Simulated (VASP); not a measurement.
Here is a VASP 6.6.1 calculation.

Contents of INCAR:

```
SYSTEM = Al
ALGO     = Normal         ! electronic algorithm
EDIFF    = 1E-7           ! SCF threshold, eV
EDIFFG   = -0.01          ! ionic threshold
ENCUT    = 600            ! plane-wave cutoff, eV
GGA      = PS             ! functional
IBRION   = 2              ! ionic algorithm
ISIF     = 3              ! what is computed and relaxed
ISMEAR   = -1             ! smearing method
IVDW     = 12             ! dispersion correction
LASPH    = .TRUE.         ! aspherical terms in the spheres
LCHARG   = .FALSE.        ! write CHGCAR
LREAL    = .FALSE.        ! projectors in reciprocal space
LWAVE    = .FALSE.        ! write WAVECAR
NELM     = 100            ! most SCF steps
NSW      = 60             ! ionic steps
PREC     = Accurate       ! precision mode
SIGMA    = 0.05           ! smearing width, eV
```

File KPOINTS:

```
k-points
0
G
  11 11 11
  0 0 0
```

The input POSCAR:

```
Al
1.0
    0.0000000000      2.0248050000      2.0248050000
    2.0248050000      0.0000000000      2.0248050000
    2.0248050000      2.0248050000      0.0000000000
Al
1
Direct
    0.0000000000      0.0000000000      0.0000000000
```

Potentials or basis: VASP PAW PBE potentials, release 64 (Al).

The run is started by

```bash
$ cat potpaw_PBE.64/Al/POTCAR > POTCAR
$ mpirun -np 1 vasp_std > vasp.out
```

(1) Predict the space group after relaxing (to 0.05 Å).

(2) Estimate the relaxed volume.

Answers

(1) Fm-3m (No. 225).

(2) 15.60 Å³/atom.

Caveat: the PAW data sets were made with another functional, which shifts forces and pressure a little; pairwise dispersion overbinds metals, which lowers pressure and volume.

The cell as given is a measured one (16.60 Å³/atom); PBEsol+D3(BJ) puts the equilibrium volume -6.0 % from it, thermal expansion not counted.
